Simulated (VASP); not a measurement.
# Se in VASP: further runs

Runs on Se. Level: PBE. Tasks: single point.

Program: VASP 6.6.1. These are calculated values, not measurements. Logs are shortened: lines on timing, memory, paths and dates and some standing lists are left out, and cuts for length are marked.

**1. The cell of the first run**

The typed cell holds 1 atom: a = 2.753 Å, b = 2.753 Å, c = 2.753 Å, α = 90.00°, β = 90.00°, γ = 90.00°.

**2. Single point, PBE (volume scaled by 0.920)**

The input, INCAR:

```
PREC = Accurate
ENCUT = 520
EDIFF = 1E-6
ISMEAR = 0
SIGMA = 0.05
LREAL = False
LASPH = True
NELM = 80
ALGO = Normal
ISIF = 2
LWAVE = False
LCHARG = False
GGA = PE
NBANDS = 9
```

The input, KPOINTS:

```
regular mesh
0
Gamma
  16 16 16
```

The input, POSCAR:

```
Se
1.0
    1.9467388085      1.1239501752      1.5893771731
   -1.9467388085      1.1239501752      1.5893771731
    0.0000000000     -2.2479003503      1.5893771732
Se
1
Direct
    0.0000000000      0.0000000000      0.0000000000
```

Potentials or basis: VASP PAW PBE potentials, release 64 (Se).

Command:

```bash
> cat potpaw_PBE.64/Se/POTCAR > POTCAR
> mpirun -np 1 vasp_std > vasp.out
```

OUTCAR:

```text
PREC = Accurate
   ENCUT = 520
   EDIFF = 1E-6
   ISMEAR = 0
   LREAL = False
   LASPH = True
   NELM = 80
   ISIF = 2
   GGA = PE

 ion  position               nearest neighbor table
   1  0.000  0.000  0.000-

  LATTYP: Found a trigonal (rhomboedric) cell.
 ALAT       =     2.7530302910
 COS(alpha) =    -0.0000538573

  Lattice vectors:

 A1 = (   1.9467388085,   1.1239501752,   1.5893771731)
 A2 = (  -1.9467388085,   1.1239501752,   1.5893771731)
 A3 = (   0.0000000000,  -2.2479003503,   1.5893771732)

Analysis of symmetry for initial positions (statically):
=====================================================================
 Subroutine PRICEL returns:
 Original cell was already a primitive cell.

 Routine SETGRP: Setting up the symmetry group for a
 trigonal (rhombohedral) supercell.

 Subroutine GETGRP returns: Found 12 space group operations
 (whereof 12 operations were pure point group operations)
 out of a pool of 12 trial point group operations.

The static configuration has the point symmetry D_3d.

Analysis of symmetry for dynamics (positions and initial velocities):
=====================================================================
 Subroutine PRICEL returns:
 Original cell was already a primitive cell.

 Routine SETGRP: Setting up the symmetry group for a
 trigonal (rhombohedral) supercell.

 Subroutine GETGRP returns: Found 12 space group operations
 (whereof 12 operations were pure point group operations)
 out of a pool of 12 trial point group operations.

The dynamic configuration has the point symmetry D_3d.

 Subroutine INISYM returns: Found 12 space group operations
 (whereof 12 operations are pure point group operations),
 and found     1 'primitive' translations

----------------------------------------------------------------------------------------

                                     Primitive cell

  volume of cell :      20.8657

  direct lattice vectors                    reciprocal lattice vectors
     1.946738808  1.123950175  1.589377173     0.256839797  0.148286526  0.209725759
    -1.946738808  1.123950175  1.589377173    -0.256839797  0.148286526  0.209725759
     0.000000000 -2.247900350  1.589377173     0.000000000 -0.296573052  0.209725759

  length of vectors
     2.753030291  2.753030291  2.753030291     0.363236106  0.363236106  0.363236106

  position of ions in fractional coordinates (direct lattice)
     0.000000000  0.000000000  0.000000000

  ion indices of the primitive-cell ions
   primitive index   ion index
                 1           1

----------------------------------------------------------------------------------------

 KPOINTS: regular mesh

Automatic generation of k-mesh.
 Grid dimensions read from file:
 generate k-points for:   16   16   16

 Generating k-lattice:

  Cartesian coordinates                     Fractional coordinates (reciprocal lattice)
     0.016052487  0.009267908  0.013107860     0.062500000  0.000000000  0.000000000
    -0.016052487  0.009267908  0.013107860     0.000000000  0.062500000  0.000000000
     0.000000000 -0.018535816  0.013107860     0.000000000  0.000000000  0.062500000

  Length of vectors
     0.022702257  0.022702257  0.022702257

  Shift w.r.t. Gamma in fractional coordinates (k-lattice)
     0.000000000  0.000000000  0.000000000

 Subroutine IBZKPT returns following result:
 ===========================================

 Found    417 irreducible k-points:

 Following reciprocal coordinates:
            Coordinates               Weight
  0.000000  0.000000  0.000000      1.000000
  0.062500  0.000000  0.000000      6.000000
  0.125000  0.000000  0.000000      6.000000
  0.187500  0.000000  0.000000      6.000000
  0.250000  0.000000  0.000000      6.000000
  0.312500  0.000000  0.000000      6.000000
[... 16 lines left out ...]
 -0.125000  0.062500  0.000000     12.000000
 -0.062500  0.062500  0.000000      6.000000
 [... further k-points ...]
   k-points           NKPTS =    417   k-points in BZ     NKDIM =    417   number of bands    NBANDS=      9
   number of dos      NEDOS =    301   number of ions     NIONS =      1
   total plane-waves  NPLWV =   8000
   dimension x,y,z NGX =    20 NGY =   20 NGZ =   20
   dimension x,y,z NGXF=    40 NGYF=   40 NGZF=   40
   ions per type =               1
   NGX,Y,Z   is equivalent  to a cutoff of  12.08, 12.08, 12.08 a.u.
   NGXF,Y,Z  is equivalent  to a cutoff of  24.15, 24.15, 24.15 a.u.
 SYSTEM =  unknown system
   PREC   = accura    normal or accurate (medium, high low for compatibility)
   ISTART =      0    job   : 0-new  1-cont  2-samecut
   ICHARG =      2    charge: 1-file 2-atom 10-const
   ISPIN  =      1    spin polarized calculation?
   LNONCOLLINEAR =      F non collinear calculations
   LSORBIT =      F    spin-orbit coupling
   LASPH  =      T    aspherical Exc in radial PAW
   ENCUT  =  520.0 eV  38.22 Ry    6.18 a.u.   5.12  5.12  5.12*2*pi/ulx,y,z
   NELM   =     80;   NELMIN=  2; NELMDL= -5     # of ELM steps
   EDIFF  = 0.1E-05   stopping-criterion for ELM
   LREAL  =      F    real-space projection
   EDIFFG = 0.1E-04   stopping-criterion for IOM
   NSW    =      0    number of steps for IOM
   IBRION =     -1    ionic relax: 0-MD 1-quasi-New 2-CG
   NFREE  =      0    steps in history (QN), initial steepest desc. (CG)
   ISIF   =      2    stress and relaxation
   ISYM   =      2    0-nonsym 1-usesym 2-fastsym
   POTIM  = 0.5000    time-step for ionic-motion
   TEBEG  =    0.0;   TEEND  =   0.0 temperature during run
   PSTRESS=    0.0 pullay stress
   NELECT =       6.0000    total number of electrons
   NUPDOWN=      -1.0000    fix difference up-down
   EMIN   =  10.00;   EMAX   =-10.00  energy-range for DOS
   EFERMI =   0.00;   METHOD = LEGACY
   ISMEAR =     0;   SIGMA  =   0.05  broadening in eV -4-tet -1-fermi 0-gaus
   EFERMI_NEDOS =   21; number of points for ismear=-14 and -15
   IALGO  =     38    algorithm
   IMIX   =      4    mixing-type and parameters
     AMIX     =   0.40;   BMIX     =  1.00
     AMIX_MAG =   1.60;   BMIX_MAG =  1.00
  volume/ion in A,a.u.               =      20.87       140.81
  Fermi-wavevector in a.u.,A,eV,Ry     =   1.080557  2.041956 15.886203  1.167603
  Thomas-Fermi vector in A             =   2.216551
   LORBIT       =      0    0 simple, 1 ext, 2 COOP (PROOUT), +10 PAW based schemes
   GGA     = PE    functional components
   LHFCALC =     F    Hartree Fock is set to
   AEXX    =    0.0000 exact exchange contribution
   IVDW    =     0    specifies the selected vdW correction
   LEPSILON=     F    determine dielectric tensor
   LRPA    =     F    only Hartree local field effects (RPA)
 non-spin polarized calculation
 Gauss-broadening in eV      SIGMA  =   0.05
  energy-cutoff  :      520.00
  volume of cell :       20.87
 maximum number of plane-waves:       587
   NGX = 11   NGY = 11   NGZ = 11

 number of electron       6.0000001 magnetization

 Free energy of the ion-electron system (eV)
  ---------------------------------------------------
  ext. energy  EPLUGINS =         0.00000000
  ---------------------------------------------------
  free energy    TOTEN  =        -3.29108088 eV

  energy without entropy =       -3.29038807  energy(sigma->0) =       -3.29073447

 E-fermi :   5.5980     XC(G=0): -10.2785

 val. band max:        5.5930315961   @ k =  -0.4375   0.5000   0.2500
 cond. band min:       5.6033907777   @ k =   0.1875   0.1250   0.1250
 fundamental gap:      0.0103591816
 Fermi energy:         5.5980142507

 k-point     1 :       0.0000    0.0000    0.0000
  band No.  band energies     occupation
      1     -11.0845      2.00000
      2       7.2125      0.00000
      3       7.2130      0.00000
      4       7.2130      0.00000
      5      13.3131      0.00000
      6      13.3131      0.00000
      7      14.0096      0.00000
      8      28.6921      0.00000
      9      28.6923      0.00000

 k-point     2 :       0.0625    0.0000    0.0000
  band No.  band energies     occupation
      1     -11.0231      2.00000
      2       6.5065      0.00000
      3       7.2619      0.00000
      4       7.2622      0.00000
      5      13.3728      0.00000
      6      13.7193      0.00000
      7      14.5027      0.00000
      8      27.5064      0.00000
      9      27.5066      0.00000

 k-point     3 :       0.1250    0.0000    0.0000
  band No.  band energies     occupation
      1     -10.8413      2.00000
      2       5.0044      2.00000
      3       7.4062      0.00000
      4       7.4065      0.00000
      5      13.5498      0.00000
      6      14.0401      0.00000
      7      16.2463      0.00000
      8      25.7511      0.00000
      9      25.7513      0.00000

 k-point     4 :       0.1875    0.0000    0.0000
  band No.  band energies     occupation
      1     -10.5469      2.00000
      2       3.3344      2.00000
      3       7.6340      0.00000
      4       7.6343      0.00000
      5      13.8365      0.00000
      6      14.4091      0.00000
      7      18.4012      0.00000
      8      24.0640      0.00000
      9      24.0643      0.00000
[... 205 lines left out ...]
 k-point    22 :      -0.1875    0.0625    0.0000
  band No.  band energies     occupation
      1     -10.4856      2.00000
      2       3.3903      2.00000
      3       6.9503      0.00000
      4       7.6828      0.00000
      5      14.1092      0.00000
      6      14.9855      0.00000
      7      18.4062      0.00000
      8      23.1075      0.00000
      9      24.1093      0.00000

 k-point    23 :      -0.1250    0.0625    0.0000
  band No.  band energies     occupation
      1     -10.7799      2.00000
      2       5.0581      2.00000
      3       6.7109      0.00000
      4       7.4554      0.00000
      5      13.8025      0.00000
      6      14.6626      0.00000
      7      16.2942      0.00000
      8      24.7104      0.00000
      9      25.7718      0.00000

 k-point    24 :      -0.0625    0.0625    0.0000
  band No.  band energies     occupation
      1     -10.9617      2.00000
      2       6.5289      0.00000
      3       6.5876      0.00000
      4       7.3113      0.00000
      5      13.5898      0.00000
      6      14.2552      0.00000
      7      14.6996      0.00000
      8      26.4228      0.00000
      9      27.2939      0.00000

 [... further k-points ...]
[... 5 lines left out ...]
  --------------------------------------------------------------------------------------
  -------------------------------------------------------------------------------------
  Total        0.9185600      0.9185600      0.9187136      0.0000000     -0.0000000      0.0000000
  in kB       70.5318286     70.5318286     70.5436206      0.0000000     -0.0000000      0.0000000
  external PRESSURE =      70.5357593 kB  Pullay stress =       0.0000000 kB

 VOLUME and BASIS-vectors are now :
 -----------------------------------------------------------------------------
  energy-cutoff  :      520.00
  volume of cell :       20.87
      direct lattice vectors                 reciprocal lattice vectors
     1.946738808  1.123950175  1.589377173     0.256839797  0.148286526  0.209725759
    -1.946738808  1.123950175  1.589377173    -0.256839797  0.148286526  0.209725759
     0.000000000 -2.247900350  1.589377173     0.000000000 -0.296573052  0.209725759

 POSITION                                       TOTAL-FORCE (eV/Angst)
 -----------------------------------------------------------------------------------
      0.00000      0.00000      0.00000        -0.000000      0.000000      0.000000
 -----------------------------------------------------------------------------------
    total drift:                               -0.000000     -0.000000      0.000000

  FREE ENERGIE OF THE ION-ELECTRON SYSTEM (eV)
  ---------------------------------------------------
  free  energy   TOTEN  =        -3.2910808831 eV

  energy  without entropy=       -3.2903880653  energy(sigma->0) =       -3.29073447
```

Run time: 40 s. Hardware: 1 thread of AMD EPYC 7R43 (Zen 3), shared host; peak memory 0.15 GiB.

What came out:

```yaml
Free_energy: -3.2911 eV
Pressure: 7.1 GPa
Band_gap_on_the_k_mesh: zero (band 3 reaches 8.84 eV, above the bottom of band 4 at 2.05 eV)
```

Levels at points of the mesh, in eV from the Fermi level:
```csv
k point,band 1,band 2,band 3,band 4,band 5,band 6,band 7,band 8
"(0.00, 0.00, 0.00)",-16.68,1.61,1.61,1.61,7.72,7.72,8.41,23.09
"(0.50, 0.00, 0.00)",-14.32,-7.58,3.24,3.24,10.03,12.28,12.95,13.82
"(0.50, 0.50, 0.00)",-11.94,-5.45,-5.44,2.56,4.73,14.03,16.18,16.18
"(0.50, 0.50, 0.50)",-9.47,-3.55,-3.55,-3.55,5.65,5.65,5.65,9.85
```

**3. Single point, PBE (volume scaled by 0.680)**

The input, INCAR:

```
SYSTEM = Se
PREC = Accurate
ENCUT = 520
EDIFF = 1E-6
ISMEAR = 0
SIGMA = 0.05
LREAL = .False.
LASPH = .True.
NELM = 100
ALGO = Normal
ISIF = 2
LWAVE = .False.
LCHARG = .False.
GGA = PE
NBANDS = 9
```

The input, KPOINTS:

```
regular mesh
0
Gamma
  18 18 18
  0 0 0
```

The input, POSCAR:

```
Se
1.0
    1.7601433877      1.0162192588      1.4370349579
   -1.7601433877      1.0162192588      1.4370349579
    0.0000000000     -2.0324385174      1.4370349580
Se
1
Direct
    0.0000000000      0.0000000000      0.0000000000
```

Potentials or basis: VASP PAW PBE potentials, release 64 (Se).

Command:

```bash
> cat potpaw_PBE.64/Se/POTCAR > POTCAR
> mpirun -np 1 vasp_std > vasp.out
```

Wall time 51 s (1 thread of AMD EPYC 7R43 (Zen 3), shared host); peak memory 0.15 GiB.

The run converged. Its results:

```yaml
Free_energy: -2.2941 eV
Pressure: 64.3 GPa
Band_gap_on_the_k_mesh: zero (band 3 reaches 14.92 eV, above the bottom of band 4 at 5.10 eV)
```

Levels at points of the mesh, in eV from the Fermi level:
| k point | band 1 | band 2 | band 3 | band 4 | band 5 | band 6 | band 7 | band 8 |
| --- | --- | --- | --- | --- | --- | --- | --- | --- |
| (0.00, 0.00, 0.00) | -20.44 | 1.90 | 1.90 | 1.90 | 6.82 | 6.82 | 10.21 | 26.43 |
| (0.50, 0.00, 0.00) | -16.68 | -11.14 | 4.62 | 4.62 | 9.88 | 13.88 | 14.30 | 14.30 |
| (0.50, 0.50, 0.00) | -12.69 | -8.04 | -8.04 | 0.04 | 7.20 | 16.56 | 17.44 | 17.44 |
| (0.50, 0.50, 0.50) | -8.18 | -5.20 | -5.20 | -5.20 | 3.98 | 3.98 | 3.98 | 8.51 |

(Continued in part 2 of 2.)
